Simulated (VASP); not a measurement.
Set up this calculation in VASP 6.6.1, as the native input.

* Task: single point
* Functional: PBE
* Potentials or basis: VASP PAW PBE potentials, release 64 (B)
* Cutoff: 520 eV
* k mesh: 21 × 21 × 21
* Occupations: fermi-dirac, width 0.05 eV
* Spin: no spin polarisation
* Dipole correction: no
* Further INCAR settings: ALGO = Normal; EDIFF = 1e-06; NBANDS = 10

The structure of B lies in POSCAR:

```
B
1.0
   -2.0132566830      2.0132566830      0.7884444634
    2.0132566830     -2.0132566830      0.7884444634
    2.0132566830      2.0132566830     -0.7884444634
B
2
Direct
   -0.3750000000     -0.1250000000     -0.2500000000
    0.3750000000      0.1250000000      0.2500000000
```

One way to write it, as run:

INCAR

```
PREC = Accurate ; ENCUT = 520
EDIFF = 1E-6 ; ISMEAR = -1
SIGMA = 0.05 ; LREAL = F
LASPH = T ; NELM = 80
ALGO = Normal ; ISIF = 2
LWAVE = F ; LCHARG = T
GGA = PE ; LELF = T
LVHAR = T ; NBANDS = 10
```

KPOINTS

```
Automatic mesh
0
Gamma
  21 21 21
```

Potentials or basis: VASP PAW PBE potentials, release 64 (B).

Command:

```bash
$ cat potpaw_PBE.64/B/POTCAR > POTCAR
$ mpirun -np 1 vasp_std > vasp.out
```

Results of the run:

```
Pressure               : 27.7 GPa
Band gap on the k mesh : zero (bands 3 and 4 overlap by 13.40 eV)
```

Caveat: the cell stands under pressure.

It took 73 s on 1 thread of Intel Xeon 8259CL (shared host), peak memory 0.2 GiB.
